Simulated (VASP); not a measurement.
# TiTe (rocksalt type) (Fm-3m) in VASP: a series of runs, part 2 of 2

VASP 6.6.1.

## (4) Relaxation of cell and atoms, LDA

This run uses another cell than the first one, of 21.56 Å³/atom.

Contents of INCAR:

```
SYSTEM = TiTe
PREC     = Accurate       ! precision mode
ENCUT    = 600            ! plane-wave cutoff, eV
EDIFF    = 1E-7           ! SCF threshold, eV
ISMEAR   = -1             ! smearing method
SIGMA    = 0.05           ! smearing width, eV
LREAL    = .FALSE.        ! projectors in reciprocal space
LASPH    = .TRUE.         ! aspherical terms in the spheres
NELM     = 80             ! most SCF steps
ALGO     = Normal         ! electronic algorithm
ISIF     = 3              ! what is computed and relaxed
LWAVE    = .FALSE.        ! write WAVECAR
LCHARG   = .FALSE.        ! write CHGCAR
IBRION   = 2              ! ionic algorithm
NSW      = 60             ! ionic steps
EDIFFG   = -0.005         ! ionic threshold
```

Contents of KPOINTS:

```
Automatic mesh
0
G
  12 12 12
  0 0 0
```

Contents of POSCAR:

```
TiTe
1.0
    0.0000000000      2.7833772678      2.7833772678
    2.7833772678      0.0000000000      2.7833772678
    2.7833772678      2.7833772678      0.0000000000
Ti Te
1 1
Direct
    0.0000000000      0.0000000000      0.0000000000
    0.5000000000      0.5000000000      0.5000000000
```

Potentials or basis: VASP PAW LDA potentials, release 64 (Ti_sv, Te).

Run with:

```sh
> cat potpaw_LDA.64/Ti_sv/POTCAR potpaw_LDA.64/Te/POTCAR > POTCAR
> mpirun -np 1 vasp_std > vasp.out
```

OUTCAR:

```text
SYSTEM = TiTe
   PREC = Accurate
   ENCUT = 600
   EDIFF = 1E-7
   ISMEAR = -1
   LREAL = .FALSE.
   LASPH = .TRUE.
   NELM = 80
   ISIF = 3
   IBRION = 2
   NSW = 60
   EDIFFG = -0.005

 ion  position               nearest neighbor table
   1  0.000  0.000  0.000-   2 2.78   2 2.78   2 2.78   2 2.78   2 2.78   2 2.78
   2  0.500  0.500  0.500-   1 2.78   1 2.78   1 2.78   1 2.78   1 2.78   1 2.78

  LATTYP: Found a face centered cubic cell.
 ALAT       =     5.5667545356

  Lattice vectors:

 A1 = (   0.0000000000,   2.7833772678,   2.7833772678)
 A2 = (   2.7833772678,   0.0000000000,   2.7833772678)
 A3 = (   2.7833772678,   2.7833772678,   0.0000000000)

Analysis of symmetry for initial positions (statically):
=====================================================================
 Subroutine PRICEL returns:
 Original cell was already a primitive cell.

 Routine SETGRP: Setting up the symmetry group for a
 face centered cubic supercell.

 Subroutine GETGRP returns: Found 48 space group operations
 (whereof 48 operations were pure point group operations)
 out of a pool of 48 trial point group operations.

The static configuration has the point symmetry O_h .

Analysis of symmetry for dynamics (positions and initial velocities):
=====================================================================
 Subroutine PRICEL returns:
 Original cell was already a primitive cell.

 Routine SETGRP: Setting up the symmetry group for a
 face centered cubic supercell.

 Subroutine GETGRP returns: Found 48 space group operations
 (whereof 48 operations were pure point group operations)
 out of a pool of 48 trial point group operations.

The dynamic configuration has the point symmetry O_h .

 Subroutine INISYM returns: Found 48 space group operations
 (whereof 48 operations are pure point group operations),
 and found     1 'primitive' translations

----------------------------------------------------------------------------------------

                                     Primitive cell

  volume of cell :      43.1267

  direct lattice vectors                    reciprocal lattice vectors
     0.000000000  2.783377268  2.783377268    -0.179637883  0.179637883  0.179637883
     2.783377268  0.000000000  2.783377268     0.179637883 -0.179637883  0.179637883
     2.783377268  2.783377268  0.000000000     0.179637883  0.179637883 -0.179637883

  length of vectors
     3.936289881  3.936289881  3.936289881     0.311141940  0.311141940  0.311141940

  position of ions in fractional coordinates (direct lattice)
     0.000000000  0.000000000  0.000000000
     0.500000000  0.500000000  0.500000000

  ion indices of the primitive-cell ions
   primitive index   ion index
                 1           1
                 2           2

----------------------------------------------------------------------------------------

 KPOINTS: Automatic mesh

Automatic generation of k-mesh.
 Grid dimensions read from file:
 generate k-points for:   12   12   12

 Generating k-lattice:

  Cartesian coordinates                     Fractional coordinates (reciprocal lattice)
    -0.014969824  0.014969824  0.014969824     0.083333333  0.000000000  0.000000000
     0.014969824 -0.014969824  0.014969824     0.000000000  0.083333333  0.000000000
     0.014969824  0.014969824 -0.014969824     0.000000000  0.000000000  0.083333333

  Length of vectors
     0.025928495  0.025928495  0.025928495
[... 41 lines left out ...]
   ions per type =               1   1
   NGX,Y,Z   is equivalent  to a cutoff of  13.51, 13.51, 13.51 a.u.
   NGXF,Y,Z  is equivalent  to a cutoff of  27.03, 27.03, 27.03 a.u.
 SYSTEM =  TiTe
   PREC   = accura    normal or accurate (medium, high low for compatibility)
   ISTART =      0    job   : 0-new  1-cont  2-samecut
   ICHARG =      2    charge: 1-file 2-atom 10-const
   ISPIN  =      1    spin polarized calculation?
   LNONCOLLINEAR =      F non collinear calculations
   LSORBIT =      F    spin-orbit coupling
   LASPH  =      T    aspherical Exc in radial PAW
   ENCUT  =  600.0 eV  44.10 Ry    6.64 a.u.   7.86  7.86  7.86*2*pi/ulx,y,z
   NELM   =     80;   NELMIN=  2; NELMDL= -5     # of ELM steps
   EDIFF  = 0.1E-06   stopping-criterion for ELM
   LREAL  =      F    real-space projection
   EDIFFG = -.5E-02   stopping-criterion for IOM
   NSW    =     60    number of steps for IOM
   IBRION =      2    ionic relax: 0-MD 1-quasi-New 2-CG
   NFREE  =      1    steps in history (QN), initial steepest desc. (CG)
   ISIF   =      3    stress and relaxation
   ISYM   =      2    0-nonsym 1-usesym 2-fastsym
   POTIM  = 0.5000    time-step for ionic-motion
   TEBEG  =    0.0;   TEEND  =   0.0 temperature during run
   PSTRESS=    0.0 pullay stress
   NELECT =      18.0000    total number of electrons
   NUPDOWN=      -1.0000    fix difference up-down
   EMIN   =  10.00;   EMAX   =-10.00  energy-range for DOS
   EFERMI =   0.00;   METHOD = LEGACY
   ISMEAR =    -1;   SIGMA  =   0.05  broadening in eV -4-tet -1-fermi 0-gaus
   EFERMI_NEDOS =   21; number of points for ismear=-14 and -15
   IALGO  =     38    algorithm
   IMIX   =      4    mixing-type and parameters
     AMIX     =   0.40;   BMIX     =  1.00
     AMIX_MAG =   1.60;   BMIX_MAG =  1.00
  volume/ion in A,a.u.               =      21.56       145.52
  Fermi-wavevector in a.u.,A,eV,Ry     =   1.223443  2.311971 20.365360  1.496812
  Thomas-Fermi vector in A             =   2.358553
   LORBIT       =      0    0 simple, 1 ext, 2 COOP (PROOUT), +10 PAW based schemes
   GGA     = CA    functional components
   LHFCALC =     F    Hartree Fock is set to
   AEXX    =    0.0000 exact exchange contribution
   IVDW    =     0    specifies the selected vdW correction
   LEPSILON=     F    determine dielectric tensor
   LRPA    =     F    only Hartree local field effects (RPA)
 conjugate gradient relaxation of ions
 non-spin polarized calculation
  energy-cutoff  :      600.00
  volume of cell :       43.13
 maximum number of plane-waves:      1459
   NGX = 15   NGY = 15   NGZ = 15

--------------------------------------- Ionic step        1  -------------------------------------------

 number of electron      17.9999996 magnetization

 Free energy of the ion-electron system (eV)
  ---------------------------------------------------
  ext. energy  EPLUGINS =         0.00000000
  ---------------------------------------------------
  free energy    TOTEN  =       -13.17919835 eV

  energy without entropy =      -13.15454591  energy(sigma->0) =      -13.16687213

------------------------ aborting loop because EDIFF is reached ----------------------------------------

  FORCE on cell =-STRESS in cart. coord.  units (eV):
  Direction    XX          YY          ZZ          XY          YZ          ZX
  --------------------------------------------------------------------------------------
  -------------------------------------------------------------------------------------
  Total       -0.6620981     -0.6620981     -0.6620981      0.0000000      0.0000000      0.0000000
  in kB      -24.5972566    -24.5972566    -24.5972566      0.0000000      0.0000000      0.0000000
  external PRESSURE =     -24.5972566 kB  Pullay stress =       0.0000000 kB
[... 23 lines left out ...]
--------------------------------------- Ionic step        2  -------------------------------------------

 number of electron      18.0000002 magnetization

 E-fermi :  10.2694     XC(G=0): -11.2344

 val. band max:       10.2692416350   @ k =  -0.1667   0.1667   0.0000
 cond. band min:      10.2933493557   @ k =   0.2500   0.0000   0.0000
 fundamental gap:      0.0241077206
 Fermi energy:        10.2693705645

 k-point     1 :       0.0000    0.0000    0.0000
  band No.  band energies     occupation
      1     -46.5778      2.00000
      2     -23.2704      2.00000
      3     -23.2704      2.00000
      4     -23.2704      2.00000
      5      -3.9618      2.00000
      6       9.1471      2.00000
      7       9.1471      2.00000
      8       9.1471      2.00000
      9       9.3966      2.00000
     10       9.3966      2.00000
     11       9.3966      2.00000
     12       9.7619      1.99992
     13       9.7619      1.99992
[... 403 lines left out ...]
--------------------------------------- Ionic step        3  -------------------------------------------

 number of electron      18.0000000 magnetization

 Free energy of the ion-electron system (eV)
  ---------------------------------------------------
  ext. energy  EPLUGINS =         0.00000000
  ---------------------------------------------------
  free energy    TOTEN  =       -13.18842353 eV

  energy without entropy =      -13.16508442  energy(sigma->0) =      -13.17675398

 E-fermi :   9.9921     XC(G=0): -11.1365

 val. band max:        9.9822206885   @ k =   0.3333   0.1667   0.0833
 cond. band min:       9.9922858126   @ k =  -0.1667   0.1667   0.0000
 fundamental gap:      0.0100651241
 Fermi energy:         9.9921425491

 k-point     1 :       0.0000    0.0000    0.0000
  band No.  band energies     occupation
      1     -46.8846      2.00000
      2     -23.5724      2.00000
      3     -23.5724      2.00000
      4     -23.5724      2.00000
      5      -4.1167      2.00000
      6       8.8334      2.00000
      7       8.8334      2.00000
      8       8.8334      2.00000
      9       9.1533      2.00000
     10       9.1533      2.00000
     11       9.1533      2.00000
     12       9.4968      1.99990
     13       9.4968      1.99990
[... 397 lines left out ...]
  FREE ENERGIE OF THE ION-ELECTRON SYSTEM (eV)
  ---------------------------------------------------
  free  energy   TOTEN  =       -13.1884235346 eV

  energy  without entropy=      -13.1650844193  energy(sigma->0) =      -13.17675398

 reached required accuracy - stopping structural energy minimisation
```

It took 70 s on 1 thread of Intel Xeon Platinum 8375C at 2.90GHz (Ice Lake), shared host; peak memory 0.2 GiB.

Results:

```
Free energy                           : -13.1884 eV
Relaxed volume                        : 20.98 Å³/atom
Relaxed cell                          : a = 3.900 Å, b = 3.900 Å, c = 3.900 Å, α = 60.00°, β = 60.00°, γ = 60.00°
Space group after relaxing (to 0.1 Å) : Fm-3m (No. 225)
Energy gained by relaxing             : 4.6 meV/atom
Ionic steps                           : 3
Pressure after relaxing               : 0.0 GPa
```

Step by step:
```csv
step,energy change (eV),largest force (eV/Å),pressure (GPa),volume (Å³)
1,0.0000,0.0000,-2.46,43.13
2,-0.0038,0.0000,1.97,41.09
3,-0.0092,0.0000,-0.02,41.96
```

Final structure:
```cif
data_structure
_symmetry_space_group_name_H-M 'P 1'
_symmetry_Int_Tables_number 1
_cell_length_a 3.9005
_cell_length_b 3.9005
_cell_length_c 3.9005
_cell_angle_alpha 60.000
_cell_angle_beta 60.000
_cell_angle_gamma 60.000
_cell_volume 41.96
loop_
_atom_site_label
_atom_site_type_symbol
_atom_site_fract_x
_atom_site_fract_y
_atom_site_fract_z
_atom_site_occupancy
Ti1 Ti 0.00000 0.00000 0.00000 1
Te1 Te 0.50000 0.50000 0.50000 1
```

Caveat: the highest band is partly filled, so the run has too few bands; spin-orbit coupling is left out, which moves the levels of the heavy elements.
